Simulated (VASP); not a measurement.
# Al2Cu (P4/mmm) in VASP: notebook

Al2Cu is run at these levels: PBE; tasks: single point, relaxation of cell and atoms.

Program: VASP 6.6.1. These are calculated values, not measurements. Logs are shortened: lines on timing, memory, paths and dates and some standing lists are left out, and cuts for length are marked.

## (1) The cell of the first run

The structure is tetragonal, space group P4/mmm (No. 123). Conventional cell: a = 2.844 Å, b = 2.844 Å, c = 5.845 Å, α = 90.00°, β = 90.00°, γ = 90.00°. Al (site symmetry 4mm) has 6 Al at 2.59 to 3.26 Å and 4 Cu at 2.59 Å within 3.4 Å. Cu (site symmetry 4/mmm) has 8 Al at 2.59 Å and 4 Cu at 2.84 Å within 3.4 Å.

## (2) Single point, PBE

INCAR reads:

```
SYSTEM = Al2Cu
  ALGO = Fast
  EDIFF = 1E-6
  ENCUT = 520
  GGA = PE
  ISIF = 2
  ISMEAR = 0
  LASPH = .TRUE.
  LCHARG = .FALSE.
  LREAL = .FALSE.
  LWAVE = .FALSE.
  NBANDS = 16
  NELM = 100
  PREC = Accurate
  SIGMA = 0.2
```

KPOINTS reads:

```
k-points
0
G
  7 7 4
  0 0 0
```

POSCAR reads:

```
Al2Cu
1.0
    2.8443621098      0.0000000000      0.0000000000
    0.0000000000      2.8443621098      0.0000000000
    0.0000000000      0.0000000000      5.8445873218
Al Cu
2 1
Direct
    0.5000000000      0.5000000000      0.7213663695
    0.5000000000      0.5000000000      0.2786336305
    0.0000000000      0.0000000000      0.0000000000
```

Potentials or basis: VASP PAW PBE potentials, release 64 (Al, Cu).

On the command line:

```sh
$ cat potpaw_PBE.64/Al/POTCAR potpaw_PBE.64/Cu/POTCAR > POTCAR
$ mpirun -np 1 vasp_std > vasp.out
```

OUTCAR:

```text
SYSTEM = Al2Cu
   EDIFF = 1E-6
   ENCUT = 520
   GGA = PE
   ISIF = 2
   ISMEAR = 0
   LASPH = .TRUE.
   LREAL = .FALSE.
   NELM = 100
   PREC = Accurate

 ion  position               nearest neighbor table
   1  0.500  0.500  0.721-   2 2.59   3 2.59   3 2.59   3 2.59   3 2.59   2 3.26
   2  0.500  0.500  0.279-   1 2.59   3 2.59   3 2.59   3 2.59   3 2.59   1 3.26
   3  0.000  0.000  0.000-   1 2.59   2 2.59   1 2.59   2 2.59   1 2.59   2 2.59   1 2.59   2 2.59

  LATTYP: Found a simple tetragonal cell.
 ALAT       =     2.8443621098
 C/A-ratio  =     2.0547972080

  Lattice vectors:

 A1 = (   2.8443621098,   0.0000000000,   0.0000000000)
 A2 = (   0.0000000000,   2.8443621098,   0.0000000000)
 A3 = (   0.0000000000,   0.0000000000,   5.8445873218)

Analysis of symmetry for initial positions (statically):
=====================================================================
 Subroutine PRICEL returns:
 Original cell was already a primitive cell.

 Routine SETGRP: Setting up the symmetry group for a
 simple tetragonal supercell.

 Subroutine GETGRP returns: Found 16 space group operations
 (whereof 16 operations were pure point group operations)
 out of a pool of 16 trial point group operations.

The static configuration has the point symmetry D_4h.

Analysis of symmetry for dynamics (positions and initial velocities):
=====================================================================
 Subroutine PRICEL returns:
 Original cell was already a primitive cell.

 Routine SETGRP: Setting up the symmetry group for a
 simple tetragonal supercell.

 Subroutine GETGRP returns: Found 16 space group operations
 (whereof 16 operations were pure point group operations)
 out of a pool of 16 trial point group operations.

The dynamic configuration has the point symmetry D_4h.

 Subroutine INISYM returns: Found 16 space group operations
 (whereof 16 operations are pure point group operations),
 and found     1 'primitive' translations

----------------------------------------------------------------------------------------

                                     Primitive cell

  volume of cell :      47.2850

  direct lattice vectors                    reciprocal lattice vectors
     2.844362110  0.000000000  0.000000000     0.351572677  0.000000000  0.000000000
     0.000000000  2.844362110  0.000000000     0.000000000  0.351572677  0.000000000
     0.000000000  0.000000000  5.844587322     0.000000000  0.000000000  0.171098479

  length of vectors
     2.844362110  2.844362110  5.844587322     0.351572677  0.351572677  0.171098479

  position of ions in fractional coordinates (direct lattice)
     0.500000000  0.500000000  0.721366369
     0.500000000  0.500000000  0.278633631
     0.000000000  0.000000000  0.000000000

  ion indices of the primitive-cell ions
   primitive index   ion index
                 1           1
                 2           2
                 3           3

----------------------------------------------------------------------------------------

 KPOINTS: k-points

Automatic generation of k-mesh.
 Grid dimensions read from file:
 generate k-points for:    7    7    4

 Generating k-lattice:

  Cartesian coordinates                     Fractional coordinates (reciprocal lattice)
     0.050224668  0.000000000  0.000000000     0.142857143  0.000000000  0.000000000
     0.000000000  0.050224668  0.000000000     0.000000000  0.142857143  0.000000000
     0.000000000  0.000000000  0.042774620     0.000000000  0.000000000  0.250000000

  Length of vectors
     0.050224668  0.050224668  0.042774620

  Shift w.r.t. Gamma in fractional coordinates (k-lattice)
     0.000000000  0.000000000  0.000000000

 Subroutine IBZKPT returns following result:
 ===========================================

 Found     30 irreducible k-points:

 Following reciprocal coordinates:
            Coordinates               Weight
  0.000000  0.000000  0.000000      1.000000
  0.142857  0.000000  0.000000      4.000000
  0.285714  0.000000  0.000000      4.000000
  0.428571  0.000000  0.000000      4.000000
  0.142857  0.142857  0.000000      4.000000
  0.285714  0.142857  0.000000      8.000000
[... 16 lines left out ...]
  0.285714  0.000000  0.500000      4.000000
  0.428571  0.000000  0.500000      4.000000
 [... further k-points ...]
   k-points           NKPTS =     30   k-points in BZ     NKDIM =     30   number of bands    NBANDS=     16
   number of dos      NEDOS =    301   number of ions     NIONS =      3
   total plane-waves  NPLWV =  27648
   dimension x,y,z NGX =    24 NGY =   24 NGZ =   48
   dimension x,y,z NGXF=    48 NGYF=   48 NGZF=   96
   ions per type =               2   1
   NGX,Y,Z   is equivalent  to a cutoff of  14.03, 14.03, 13.65 a.u.
   NGXF,Y,Z  is equivalent  to a cutoff of  28.05, 28.05, 27.31 a.u.
 SYSTEM =  Al2Cu
   PREC   = accura    normal or accurate (medium, high low for compatibility)
   ISTART =      0    job   : 0-new  1-cont  2-samecut
   ICHARG =      2    charge: 1-file 2-atom 10-const
   ISPIN  =      1    spin polarized calculation?
   LNONCOLLINEAR =      F non collinear calculations
   LSORBIT =      F    spin-orbit coupling
   LASPH  =      T    aspherical Exc in radial PAW
   ENCUT  =  520.0 eV  38.22 Ry    6.18 a.u.   5.29  5.29 10.87*2*pi/ulx,y,z
   NELM   =    100;   NELMIN=  2; NELMDL= -5     # of ELM steps
   EDIFF  = 0.1E-05   stopping-criterion for ELM
   LREAL  =      F    real-space projection
   EDIFFG = 0.1E-04   stopping-criterion for IOM
   NSW    =      0    number of steps for IOM
   IBRION =     -1    ionic relax: 0-MD 1-quasi-New 2-CG
   NFREE  =      0    steps in history (QN), initial steepest desc. (CG)
   ISIF   =      2    stress and relaxation
   ISYM   =      2    0-nonsym 1-usesym 2-fastsym
   POTIM  = 0.5000    time-step for ionic-motion
   TEBEG  =    0.0;   TEEND  =   0.0 temperature during run
   PSTRESS=    0.0 pullay stress
   NELECT =      17.0000    total number of electrons
   NUPDOWN=      -1.0000    fix difference up-down
   EMIN   =  10.00;   EMAX   =-10.00  energy-range for DOS
   EFERMI =   0.00;   METHOD = LEGACY
   ISMEAR =     0;   SIGMA  =   0.20  broadening in eV -4-tet -1-fermi 0-gaus
   EFERMI_NEDOS =   21; number of points for ismear=-14 and -15
   IALGO  =     68    algorithm
   IMIX   =      4    mixing-type and parameters
     AMIX     =   0.40;   BMIX     =  1.00
     AMIX_MAG =   1.60;   BMIX_MAG =  1.00
  volume/ion in A,a.u.               =      15.76       106.37
  Fermi-wavevector in a.u.,A,eV,Ry     =   1.164081  2.199794 18.437050  1.355085
  Thomas-Fermi vector in A             =   2.300623
   LORBIT       =      0    0 simple, 1 ext, 2 COOP (PROOUT), +10 PAW based schemes
   GGA     = PE    functional components
   LHFCALC =     F    Hartree Fock is set to
   AEXX    =    0.0000 exact exchange contribution
   IVDW    =     0    specifies the selected vdW correction
   LEPSILON=     F    determine dielectric tensor
   LRPA    =     F    only Hartree local field effects (RPA)
 non-spin polarized calculation
 RMM-DIIS sequential band-by-band and
 Gauss-broadening in eV      SIGMA  =   0.20
  energy-cutoff  :      520.00
  volume of cell :       47.29
 maximum number of plane-waves:      1302
 NGX is ok and might be reduce to    24
   NGX = 11   NGY = 11   NGZ = 21

 number of electron      16.9999999 magnetization

 Free energy of the ion-electron system (eV)
  ---------------------------------------------------
  ext. energy  EPLUGINS =         0.00000000
  ---------------------------------------------------
  free energy    TOTEN  =       -11.47525504 eV

  energy without entropy =      -11.45457994  energy(sigma->0) =      -11.46491749

 E-fermi :   7.3202     XC(G=0): -10.5643

 val. band max:        7.2712713454   @ k =   0.2857   0.1429   0.5000
 cond. band min:       7.3805502169   @ k =   0.2857   0.2857   0.0000
 fundamental gap:      0.1092788715
 Fermi energy:         7.3202305094

 k-point     1 :       0.0000    0.0000    0.0000
  band No.  band energies     occupation
      1      -3.1754      2.00000
      2       0.7569      2.00000
      3       1.3688      2.00000
      4       2.7871      2.00000
      5       3.5833      2.00000
      6       3.5833      2.00000
[... 8 lines left out ...]
     15      17.9114      0.00000
     16      17.9115      0.00000

 k-point     2 :       0.1429    0.0000    0.0000
  band No.  band energies     occupation
      1      -2.7965      2.00000
      2       1.0048      2.00000
      3       1.6885      2.00000
      4       2.8480      2.00000
      5       3.6006      2.00000
      6       3.6034      2.00000
[... 8 lines left out ...]
     15      17.4682      0.00000
     16      18.1627      0.00000

 k-point     3 :       0.2857    0.0000    0.0000
  band No.  band energies     occupation
      1      -1.6798      2.00000
      2       1.5754      2.00000
      3       2.4674      2.00000
      4       2.9541      2.00000
      5       3.6396      2.00000
      6       3.6426      2.00000
[... 8 lines left out ...]
     15      18.8774      0.00000
     16      18.9135      0.00000

 k-point     4 :       0.4286    0.0000    0.0000
  band No.  band energies     occupation
      1       0.0909      2.00000
      2       1.9602      2.00000
      3       2.1283      2.00000
      4       3.0452      2.00000
      5       3.5002      2.00000
      6       3.6710      2.00000
[... 8 lines left out ...]
     15      18.9681      0.00000
     16      19.5954      0.00000
[... 324 lines left out ...]
 k-point    22 :       0.1429    0.0000    0.5000
  band No.  band energies     occupation
      1      -2.1332      2.00000
      2      -1.1750      2.00000
      3       2.8334      2.00000
      4       2.8967      2.00000
      5       3.4109      2.00000
      6       3.5990      2.00000
[... 8 lines left out ...]
     15      17.2391      0.00000
     16      19.6412      0.00000

 k-point    23 :       0.2857    0.0000    0.5000
  band No.  band energies     occupation
      1      -1.0116      2.00000
      2      -0.1985      2.00000
      3       2.9085      2.00000
      4       3.1254      2.00000
      5       3.1469      2.00000
      6       3.6384      2.00000
[... 8 lines left out ...]
     15      16.8420      0.00000
     16      18.2192      0.00000

 k-point    24 :       0.4286    0.0000    0.5000
  band No.  band energies     occupation
      1       0.7283      2.00000
      2       1.0996      2.00000
      3       2.4967      2.00000
      4       3.1714      2.00000
      5       3.2026      2.00000
      6       3.5003      2.00000
[... 8 lines left out ...]
     15      18.0978      0.00000
     16      19.5179      0.00000

 [... further k-points ...]
[... 5 lines left out ...]
  --------------------------------------------------------------------------------------
  -------------------------------------------------------------------------------------
  Total        0.0154115      0.0154115      0.1219916      0.0000000      0.0000000     -0.0000000
  in kB        0.5221932      0.5221932      4.1334894      0.0000000      0.0000000     -0.0000000
  external PRESSURE =       1.7259586 kB  Pullay stress =       0.0000000 kB

 VOLUME and BASIS-vectors are now :
 -----------------------------------------------------------------------------
  energy-cutoff  :      520.00
  volume of cell :       47.29
      direct lattice vectors                 reciprocal lattice vectors
     2.844362110  0.000000000  0.000000000     0.351572677  0.000000000  0.000000000
     0.000000000  2.844362110  0.000000000     0.000000000  0.351572677  0.000000000
     0.000000000  0.000000000  5.844587322     0.000000000  0.000000000  0.171098479

 POSITION                                       TOTAL-FORCE (eV/Angst)
 -----------------------------------------------------------------------------------
      1.42218      1.42218      4.21609         0.000000      0.000000      0.001476
      1.42218      1.42218      1.62850         0.000000      0.000000     -0.001476
      0.00000      0.00000      0.00000         0.000000     -0.000000      0.000000
 -----------------------------------------------------------------------------------
    total drift:                                0.000000      0.000000      0.000000

  FREE ENERGIE OF THE ION-ELECTRON SYSTEM (eV)
  ---------------------------------------------------
  free  energy   TOTEN  =       -11.4752550439 eV

  energy  without entropy=      -11.4545799408  energy(sigma->0) =      -11.46491749
```

Wall time 24 s (1 thread of Intel Xeon Platinum 8259CL at 2.50GHz (Skylake/Cascade Lake), shared host); peak memory 0.17 GiB.

Results:

```yaml
Free_energy: -11.4753 eV
Pressure: 0.2 GPa
```

Stress tensor (GPa, compression positive):
```
0.05 0.00 0.00
0.00 0.05 0.00
0.00 0.00 0.41
```

## (3) Relaxation of cell and atoms, PBE

This run uses another cell than the first one, of 14.35 Å³/atom, 0.910 times its volume.

INCAR reads:

```
PREC = Accurate ; ENCUT = 600
EDIFF = 1E-6 ; ISMEAR = 0
SIGMA = 0.2 ; LREAL = F
LASPH = T ; NELM = 80
ALGO = Normal ; ISIF = 3
LWAVE = F ; LCHARG = F
GGA = PE ; IBRION = 2
NSW = 36 ; EDIFFG = -0.08
```

KPOINTS reads:

```
Automatic mesh
0
Gamma
  7 7 4
```

POSCAR reads:

```
Al2Cu
1.0
    2.8500000000      0.0000000000      0.0000000000
    0.0000000000      2.8500000000      0.0000000000
    0.0000000000      0.0000000000      5.3000000000
Al Cu
2 1
Direct
    0.5000000000      0.5000000000      0.7400000000
    0.5000000000      0.5000000000      0.2600000000
    0.0000000000      0.0000000000      0.0000000000
```

Potentials or basis: VASP PAW PBE potentials, release 64 (Al, Cu).

On the command line:

```sh
$ cat potpaw_PBE.64/Al/POTCAR potpaw_PBE.64/Cu/POTCAR > POTCAR
$ mpirun -np 1 vasp_std > vasp.out
```

Run time: 95 s. Hardware: 1 thread of Intel Xeon Platinum 8259CL at 2.50GHz (Skylake/Cascade Lake), shared host; peak memory 0.17 GiB.

Results (log left out):

| Item | Value |
| --- | --- |
| Free energy | -11.4745 eV |
| Relaxed volume | 15.76 Å³/atom |
| Relaxed cell | a = 2.836 Å, b = 2.836 Å, c = 5.879 Å, α = 90.00°, β = 90.00°, γ = 90.00° |
| Space group after relaxing (to 0.05 Å) | P4/mmm (No. 123) |
| Energy gained by relaxing | 119.3 meV/atom |
| Ionic steps | 9 |
| Pressure after relaxing | 0.0 GPa |
| Largest force after relaxing | 0.042 eV/Å |

Forces on the atoms (eV/Å):
```
Al   0.000  0.000 -0.042
Al   0.000  0.000  0.042
Cu   0.000  0.000  0.000
```

Stress tensor (GPa, compression positive):
```
 0.33  0.00  0.00
 0.00  0.33  0.00
 0.00  0.00 -0.77
```

Step by step:
```tsv
step	energy change (eV)	largest force (eV/Å)	pressure (GPa)	volume (Å³)
1	0.0000	1.1032	15.56	43.05
2	-0.2291	0.1212	-6.23	52.32
3	-0.2996	0.1575	-0.66	48.90
4	-0.2996	0.1701	-0.47	48.77
5	-0.3123	0.2175	-0.16	48.51
6	-0.3431	0.3424	0.16	47.67
7	-0.2840	0.2088	2.33	45.82
8	-0.3502	0.3283	0.35	47.26
9	-0.3579	0.0425	-0.04	47.27
```

Final structure:
```
CELL_PARAMETERS angstrom
2.83568 0.00000 0.00000
0.00000 2.83568 0.00000
0.00000 0.00000 5.87900
ATOMIC_POSITIONS crystal
Al 0.50000 0.50000 0.72122
Al 0.50000 0.50000 0.27878
Cu 0.00000 0.00000 0.00000
```

Levels at points of the mesh, in eV from the Fermi level:
```csv
k point,band 6,band 7,band 8,band 9,band 10,band 11
"(0.00, 0.00, 0.00)",-3.76,-3.58,-3.41,5.74,6.69,6.69
"(0.00, 0.00, 0.50)",-3.76,-3.41,-1.42,0.70,7.27,7.27
```

Caveat: the relaxation stopped at a loose force limit of 0.08 eV/Å, so its end isn't a converged minimum.

## (4) Single point, PBE

INCAR reads:

```
PREC = Accurate ; ENCUT = 520
EDIFF = 1E-6 ; ISMEAR = 0
SIGMA = 0.1 ; LREAL = F
LASPH = T ; NELM = 80
ALGO = Fast ; ISIF = 2
LWAVE = F ; LCHARG = F
GGA = PE ; NBANDS = 16
```

KPOINTS reads:

```
regular mesh
0
Gamma
  12 12 6
```

POSCAR reads:

```
Al2Cu
1.0
    2.8447481984      0.0000000000      0.0000000000
    0.0000000000      2.8447481984      0.0000000000
    0.0000000000      0.0000000000      5.8332173213
Al Cu
2 1
Direct
    0.5000000000      0.5000000000      0.7230685575
    0.5000000000      0.5000000000      0.2769314425
    0.0000000000      0.0000000000      0.0000000000
```

On the command line:

```sh
$ cat potpaw_PBE.64/Al/POTCAR potpaw_PBE.64/Cu/POTCAR > POTCAR
$ mpirun -np 1 vasp_std > vasp.out
```

It took 82 s on 1 thread of Intel Xeon Platinum 8259CL at 2.50GHz (Skylake/Cascade Lake), shared host; peak memory 0.22 GiB.

Results (log left out):

| Quantity | Value |
| --- | --- |
| Free energy | -11.5416 eV |
| Pressure | -0.3 GPa |
| Largest force | 0.018 eV/Å |

Forces in eV/Å, atoms in the order of the input:
```
Al   0.000  0.000 -0.018
Al   0.000  0.000  0.018
Cu   0.000  0.000  0.000
```

Stress tensor (GPa, compression positive):
```
-0.38  0.00  0.00
 0.00 -0.38  0.00
 0.00  0.00 -0.25
```

Levels at points of the mesh, in eV from the Fermi level:
| k point | band 5 | band 6 | band 7 | band 8 | band 9 | band 10 | band 11 | band 12 |
| --- | --- | --- | --- | --- | --- | --- | --- | --- |
| (0.00, 0.00, 0.00) | -3.72 | -3.72 | -3.51 | -3.37 | 6.02 | 6.59 | 6.59 | 7.00 |
| (0.50, 0.00, 0.00) | -3.82 | -3.63 | -2.67 | -2.25 | -2.01 | 0.04 | 0.79 | 8.82 |
| (0.50, 0.50, 0.00) | -3.01 | -2.08 | -2.08 | -0.39 | 0.94 | 2.65 | 2.65 | 3.07 |
| (0.00, 0.00, 0.50) | -3.72 | -3.72 | -3.37 | -1.25 | 0.87 | 7.16 | 7.16 | 7.51 |
| (0.50, 0.00, 0.50) | -3.92 | -3.82 | -3.63 | -3.18 | -2.39 | 3.74 | 3.79 | 4.16 |
| (0.50, 0.50, 0.50) | -3.01 | -1.47 | -1.47 | -0.43 | 0.35 | 0.35 | 1.57 | 1.66 |

## (5) The runs side by side

```csv
task,cell,k mesh,cutoff (eV),smearing,gap on the mesh (eV),pressure (GPa),largest force (eV/Å)
single point,"a = 2.844, b = 2.844, c = 5.845 Å, 3 atoms",7 × 7 × 4,520,gaussian 0.2 eV,none,0.2,-
relaxation of cell and atoms,"relaxed from a = 2.850, b = 2.850, c = 5.300 Å, 3 atoms",7 × 7 × 4,600,gaussian 0.2 eV,none,0.0,0.04
single point,"a = 2.845, b = 2.845, c = 5.833 Å, 3 atoms",12 × 12 × 6,520,gaussian 0.1 eV,none,-0.3,0.02
```

Alike in all rows: level PBE; potentials or basis VASP PAW PBE potentials, release 64 (Al, Cu); no spin polarisation.

Caveats: the relaxation stopped at a loose force limit of 0.08 eV/Å, so its end isn't a converged minimum (some runs).

Total energies depend on the potentials used, so only differences within one code and one set of settings carry meaning.
